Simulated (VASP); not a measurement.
# Hg (R-3m) in VASP: further runs, part 2 of 3

VASP 6.6.1. Earlier steps stand in the parts before.

### 3 Single point, PBE

Input file INCAR:

```
SYSTEM = Hg
PREC = Accurate
ENCUT = 520
EDIFF = 1E-6
ISMEAR = -1
SIGMA = 0.1
LREAL = .FALSE.
LASPH = .TRUE.
NELM = 60
ALGO = Normal
ISIF = 2
LWAVE = .FALSE.
LCHARG = .FALSE.
GGA = PE
NBANDS = 12
```

Input file KPOINTS:

```
regular mesh
0
G
  15 15 15
  0 0 0
```

Input file POSCAR:

```
Hg
1.0
    2.0783995336      1.1999645302      1.9747385792
   -2.0783995336      1.1999645302      1.9747385792
    0.0000000000     -2.3999290604      1.9747385791
Hg
1
Direct
    0.0000000000      1.0000000000      0.0000000000
```

Potentials or basis: VASP PAW PBE potentials, release 64 (Hg).

Launch:

```bash
> cat potpaw_PBE.64/Hg/POTCAR > POTCAR
> mpirun -np 1 vasp_std > vasp.out
```

OUTCAR:

```text
SYSTEM = Hg
   PREC = Accurate
   ENCUT = 520
   EDIFF = 1E-6
   ISMEAR = -1
   LREAL = .FALSE.
   LASPH = .TRUE.
   NELM = 60
   ISIF = 2
   GGA = PE

 ion  position               nearest neighbor table
   1  0.000  0.000  0.000-

  LATTYP: Found a trigonal (rhomboedric) cell.
 ALAT       =     3.1079337109
 COS(alpha) =     0.1055736732

  Lattice vectors:

 A1 = (   2.0783995336,   1.1999645302,   1.9747385792)
 A2 = (  -2.0783995336,   1.1999645302,   1.9747385792)
 A3 = (   0.0000000000,  -2.3999290604,   1.9747385791)

Analysis of symmetry for initial positions (statically):
=====================================================================
 Subroutine PRICEL returns:
 Original cell was already a primitive cell.

 Routine SETGRP: Setting up the symmetry group for a
 trigonal (rhombohedral) supercell.

 Subroutine GETGRP returns: Found 12 space group operations
 (whereof 12 operations were pure point group operations)
 out of a pool of 12 trial point group operations.

The static configuration has the point symmetry D_3d.

Analysis of symmetry for dynamics (positions and initial velocities):
=====================================================================
 Subroutine PRICEL returns:
 Original cell was already a primitive cell.

 Routine SETGRP: Setting up the symmetry group for a
 trigonal (rhombohedral) supercell.

 Subroutine GETGRP returns: Found 12 space group operations
 (whereof 12 operations were pure point group operations)
 out of a pool of 12 trial point group operations.

The dynamic configuration has the point symmetry D_3d.

 Subroutine INISYM returns: Found 12 space group operations
 (whereof 12 operations are pure point group operations),
 and found     1 'primitive' translations

----------------------------------------------------------------------------------------

                                     Primitive cell

  volume of cell :      29.5501

  direct lattice vectors                    reciprocal lattice vectors
     2.078399534  1.199964530  1.974738579     0.240569723  0.138892994  0.168798714
    -2.078399534  1.199964530  1.974738579    -0.240569723  0.138892994  0.168798714
     0.000000000 -2.399929060  1.974738579     0.000000000 -0.277785989  0.168798714

  length of vectors
     3.107933711  3.107933711  3.107933711     0.325050860  0.325050860  0.325050860

  position of ions in fractional coordinates (direct lattice)
     0.000000000  0.000000000  0.000000000

  ion indices of the primitive-cell ions
   primitive index   ion index
                 1           1

----------------------------------------------------------------------------------------

 KPOINTS: regular mesh

Automatic generation of k-mesh.
 Grid dimensions read from file:
 generate k-points for:   15   15   15

 Generating k-lattice:

  Cartesian coordinates                     Fractional coordinates (reciprocal lattice)
     0.016037982  0.009259533  0.011253248     0.066666667  0.000000000  0.000000000
    -0.016037982  0.009259533  0.011253248     0.000000000  0.066666667  0.000000000
     0.000000000 -0.018519066  0.011253248     0.000000000  0.000000000  0.066666667

  Length of vectors
     0.021670057  0.021670057  0.021670057

  Shift w.r.t. Gamma in fractional coordinates (k-lattice)
     0.000000000  0.000000000  0.000000000

 Subroutine IBZKPT returns following result:
 ===========================================

 Found    344 irreducible k-points:

 Following reciprocal coordinates:
            Coordinates               Weight
  0.000000  0.000000  0.000000      1.000000
  0.066667 -0.000000  0.000000      6.000000
  0.133333 -0.000000  0.000000      6.000000
  0.200000 -0.000000  0.000000      6.000000
  0.266667 -0.000000  0.000000      6.000000
  0.333333 -0.000000  0.000000      6.000000
[... 16 lines left out ...]
  0.133333  0.133333  0.000000      6.000000
  0.200000  0.133333 -0.000000     12.000000
 [... further k-points ...]
   k-points           NKPTS =    344   k-points in BZ     NKDIM =    344   number of bands    NBANDS=     12
   number of dos      NEDOS =    301   number of ions     NIONS =      1
   total plane-waves  NPLWV =  13824
   dimension x,y,z NGX =    24 NGY =   24 NGZ =   24
   dimension x,y,z NGXF=    48 NGYF=   48 NGZF=   48
   ions per type =               1
   NGX,Y,Z   is equivalent  to a cutoff of  12.84, 12.84, 12.84 a.u.
   NGXF,Y,Z  is equivalent  to a cutoff of  25.68, 25.68, 25.68 a.u.
 SYSTEM =  Hg
   PREC   = accura    normal or accurate (medium, high low for compatibility)
   ISTART =      0    job   : 0-new  1-cont  2-samecut
   ICHARG =      2    charge: 1-file 2-atom 10-const
   ISPIN  =      1    spin polarized calculation?
   LNONCOLLINEAR =      F non collinear calculations
   LSORBIT =      F    spin-orbit coupling
   LASPH  =      T    aspherical Exc in radial PAW
   ENCUT  =  520.0 eV  38.22 Ry    6.18 a.u.   5.78  5.78  5.78*2*pi/ulx,y,z
   NELM   =     60;   NELMIN=  2; NELMDL= -5     # of ELM steps
   EDIFF  = 0.1E-05   stopping-criterion for ELM
   LREAL  =      F    real-space projection
   EDIFFG = 0.1E-04   stopping-criterion for IOM
   NSW    =      0    number of steps for IOM
   IBRION =     -1    ionic relax: 0-MD 1-quasi-New 2-CG
   NFREE  =      0    steps in history (QN), initial steepest desc. (CG)
   ISIF   =      2    stress and relaxation
   ISYM   =      2    0-nonsym 1-usesym 2-fastsym
   POTIM  = 0.5000    time-step for ionic-motion
   TEBEG  =    0.0;   TEEND  =   0.0 temperature during run
   PSTRESS=    0.0 pullay stress
   NELECT =      12.0000    total number of electrons
   NUPDOWN=      -1.0000    fix difference up-down
   EMIN   =  10.00;   EMAX   =-10.00  energy-range for DOS
   EFERMI =   0.00;   METHOD = LEGACY
   ISMEAR =    -1;   SIGMA  =   0.10  broadening in eV -4-tet -1-fermi 0-gaus
   EFERMI_NEDOS =   21; number of points for ismear=-14 and -15
   IALGO  =     38    algorithm
   IMIX   =      4    mixing-type and parameters
     AMIX     =   0.40;   BMIX     =  1.00
     AMIX_MAG =   1.60;   BMIX_MAG =  1.00
  volume/ion in A,a.u.               =      29.55       199.41
  Fermi-wavevector in a.u.,A,eV,Ry     =   1.212316  2.290945 19.996617  1.469710
  Thomas-Fermi vector in A             =   2.347804
   LORBIT       =      0    0 simple, 1 ext, 2 COOP (PROOUT), +10 PAW based schemes
   GGA     = PE    functional components
   LHFCALC =     F    Hartree Fock is set to
   AEXX    =    0.0000 exact exchange contribution
   IVDW    =     0    specifies the selected vdW correction
   LEPSILON=     F    determine dielectric tensor
   LRPA    =     F    only Hartree local field effects (RPA)
 non-spin polarized calculation
  energy-cutoff  :      520.00
  volume of cell :       29.55
 maximum number of plane-waves:       811
   NGX = 11   NGY = 11   NGZ = 11

 number of electron      12.0000000 magnetization

 Free energy of the ion-electron system (eV)
  ---------------------------------------------------
  ext. energy  EPLUGINS =         0.00000000
  ---------------------------------------------------
  free energy    TOTEN  =        -0.17047436 eV

  energy without entropy =       -0.16068632  energy(sigma->0) =       -0.16558034

 E-fermi :   1.3236     XC(G=0):  -9.5696

 val. band max:        1.3219224740   @ k =  -0.4000   0.4000   0.3333
 cond. band min:       1.3245408274   @ k =   0.4667   0.2000   0.0000
 fundamental gap:      0.0026183534
 Fermi energy:         1.3235624074

 k-point     1 :       0.0000    0.0000    0.0000
  band No.  band energies     occupation
      1      -6.4083      2.00000
      2      -6.2187      2.00000
      3      -6.2187      2.00000
      4      -4.5934      2.00000
      5      -4.5934      2.00000
      6      -4.5515      2.00000
      7      10.9686      0.00000
      8      10.9686      0.00000
      9      11.1884      0.00000
     10      14.2516      0.00000
     11      15.9931      0.00000
     12      15.9931      0.00000
[... 331 lines left out ...]
 k-point    24 :       0.2000    0.1333   -0.0000
  band No.  band energies     occupation
      1      -6.1459      2.00000
      2      -5.8638      2.00000
      3      -5.3505      2.00000
      4      -4.8686      2.00000
      5      -4.7312      2.00000
      6      -4.6383      2.00000
      7       7.2774      0.00000
      8       9.6982      0.00000
      9      11.9815      0.00000
     10      15.9349      0.00000
     11      16.7456      0.00000
     12      18.9495      0.00000

 [... further k-points ...]

------------------------ aborting loop because EDIFF is reached ----------------------------------------

  FORCE on cell =-STRESS in cart. coord.  units (eV):
  Direction    XX          YY          ZZ          XY          YZ          ZX
  --------------------------------------------------------------------------------------
  -------------------------------------------------------------------------------------
  Total        0.0280817      0.0280817      0.0319081      0.0000000      0.0000000     -0.0000000
  in kB        1.5225632      1.5225632      1.7300275      0.0000000      0.0000000     -0.0000000
  external PRESSURE =       1.5917180 kB  Pullay stress =       0.0000000 kB

 VOLUME and BASIS-vectors are now :
 -----------------------------------------------------------------------------
  energy-cutoff  :      520.00
  volume of cell :       29.55
      direct lattice vectors                 reciprocal lattice vectors
     2.078399534  1.199964530  1.974738579     0.240569723  0.138892994  0.168798714
    -2.078399534  1.199964530  1.974738579    -0.240569723  0.138892994  0.168798714
     0.000000000 -2.399929060  1.974738579     0.000000000 -0.277785989  0.168798714

 POSITION                                       TOTAL-FORCE (eV/Angst)
 -----------------------------------------------------------------------------------
      0.00000      0.00000      0.00000        -0.000000      0.000000      0.000000
 -----------------------------------------------------------------------------------
    total drift:                                0.000000     -0.000000      0.000000

  FREE ENERGIE OF THE ION-ELECTRON SYSTEM (eV)
  ---------------------------------------------------
  free  energy   TOTEN  =        -0.1704743566 eV

  energy  without entropy=       -0.1606863240  energy(sigma->0) =       -0.16558034
```

OSZICAR:

```text
N       E                     dE             d eps       ncg     rms          rms(c)
DAV:   1     0.730074736878E+02    0.73007E+02   -0.63648E+03  8688   0.929E+02
DAV:   2     0.115394576808E+01   -0.71854E+02   -0.67137E+02  9000   0.221E+02
DAV:   3    -0.194595906379E+00   -0.13485E+01   -0.13478E+01  9836   0.340E+01
DAV:   4    -0.196174103933E+00   -0.15782E-02   -0.15782E-02  8932   0.123E+00
DAV:   5    -0.196177000862E+00   -0.28969E-05   -0.28969E-05  9788   0.496E-02    0.237E+00
DAV:   6    -0.171824012343E+00    0.24353E-01   -0.63836E-02  9728   0.277E+00    0.189E+00
DAV:   7    -0.170350306375E+00    0.14737E-02   -0.78886E-03  9640   0.821E-01    0.921E-01
DAV:   8    -0.170440831675E+00   -0.90525E-04   -0.83523E-04  8796   0.341E-01    0.300E-02
DAV:   9    -0.170467185393E+00   -0.26354E-04   -0.15222E-05  9156   0.343E-02    0.916E-03
DAV:  10    -0.170474419508E+00   -0.72341E-05   -0.81108E-06  8568   0.268E-02    0.121E-03
DAV:  11    -0.170474356629E+00    0.62879E-07   -0.11736E-07  6360   0.236E-03
   1 F= -.17047436E+00 E0= -.16558034E+00  d E =-.978803E-02
```

stdout:

```text
POSCAR found type information on POSCAR Hg
 POSCAR found :  1 types and       1 ions
 scaLAPACK will be used
 LDA part: xc-table for (Slater+PW92), standard interpolation
 POSCAR, INCAR and KPOINTS ok, starting setup
 FFT: planning ... GRIDC
 FFT: planning ... GRID_SOFT
 FFT: planning ... GRID
 WAVECAR not read
 entering main loop
```

Run time: 31 s. Hardware: 1 thread of Intel Xeon Platinum 8488C (Sapphire Rapids), shared host; peak memory 0.23 GiB.

Results:

```
Free energy            : -0.1705 eV
Pressure               : 0.2 GPa
Band gap on the k mesh : zero (bands 6 and 7 overlap by 3.59 eV)
```

Levels at points of the mesh, in eV from the Fermi level:
| k point | band 3 | band 4 | band 5 | band 6 | band 7 | band 8 | band 9 | band 10 |
| --- | --- | --- | --- | --- | --- | --- | --- | --- |
| (0.00, 0.00, 0.00) | -7.54 | -5.92 | -5.92 | -5.88 | 9.65 | 9.65 | 9.86 | 12.93 |

Caveat: spin-orbit coupling is left out, which moves the levels of the heavy elements.

### 4 Single point, PBE

Input file INCAR:

```
ALGO     = Normal         # electronic algorithm
EDIFF    = 1E-7           # SCF threshold, eV
ENCUT    = 520            # plane-wave cutoff, eV
GGA      = PE             # functional
ISIF     = 2              # what is computed and relaxed
ISMEAR   = -1             # smearing method
LASPH    = T              # aspherical terms in the spheres
LCHARG   = F              # write CHGCAR
LREAL    = F              # projectors in reciprocal space
LWAVE    = F              # write WAVECAR
NBANDS   = 12             # bands
NELM     = 60             # most SCF steps
PREC     = Accurate       # precision mode
SIGMA    = 0.1            # smearing width, eV
```

Input file KPOINTS:

```
k-points
0
Gamma
  11 11 11
```

POSCAR is that of step 3.

Launch:

```bash
> cat potpaw_PBE.64/Hg/POTCAR > POTCAR
> mpirun -np 1 vasp_std > vasp.out
```

Wall time 15 s (1 thread of AMD EPYC 9R45 (Zen 5), shared host); peak memory 0.14 GiB.

The run converged. Its results:

```
Free energy            : -0.1697 eV
Pressure               : 0.2 GPa
Band gap on the k mesh : zero (bands 6 and 7 overlap by 3.14 eV)
```

Levels at points of the mesh, in eV from the Fermi level:
```tsv
k point	band 2	band 3	band 4	band 5	band 6	band 7	band 8	band 9	band 10	band 11
(0.00, 0.00, 0.00)	-7.46	-7.46	-5.84	-5.84	-5.80	9.72	9.72	9.94	13.00	14.75
```

Caveat: spin-orbit coupling is left out, which moves the levels of the heavy elements.

(Part 2 of 3 ends here.)

The gap in the log of VASP goes by the Fermi energy; the results here count the filled bands.